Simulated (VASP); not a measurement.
Here is a VASP 6.6.1 calculation.

INCAR

```
SYSTEM = InP
  ALGO = Normal
  EDIFF = 1E-7
  EDIFFG = -0.002
  ENCUT = 450
  GGA = PS
  GGA_COMPAT = .FALSE.
  IBRION = 2
  ISIF = 2
  ISMEAR = 0
  LASPH = .TRUE.
  LCHARG = .FALSE.
  LREAL = .FALSE.
  LWAVE = .FALSE.
  NELM = 120
  NELMIN = 4
  NSW = 60
  PREC = Accurate
  SIGMA = 0.02
```

Contents of KPOINTS:

```
k-points
0
G
  10 10 10
  0 0 0
```

The input POSCAR:

```
InP
1.0
    0.0000000000      2.9097962392      2.9668279491
    2.9097962392      0.0000000000      2.9668279491
    2.9097962392      2.9097962392      0.0000000000
In P
1 1
Direct
    0.0000000000      0.0000000000      0.0000000000
    0.2500000000      0.2500000000      0.2500000000
```

Potentials or basis: VASP PAW PBE potentials, release 64 (In_d, P).

The run is started by

```bash
$ cat potpaw_PBE.64/In_d/POTCAR potpaw_PBE.64/P/POTCAR > POTCAR
$ mpirun -np 1 vasp_std > vasp.out
```

Question: What does it give for the band gap on the k mesh?

Answer: 0.59 eV.

Final structure:
```yaml
crystal:
  lattice:
    - [0.00000, 2.90980, 2.96683]
    - [2.90980, 0.00000, 2.96683]
    - [2.90980, 2.90980, 0.00000]
  atoms:
    - { symbol: In, position: [0.00000, 0.00000, 0.00000] }
    - { symbol: P, position: [0.25000, 0.25000, 0.25000] }
```

Caveat: the cell differs from its parent crystal (strained cell); the relaxation stopped at its first step, so nothing moved; spin-orbit coupling is left out, which moves the levels of the heavy elements.
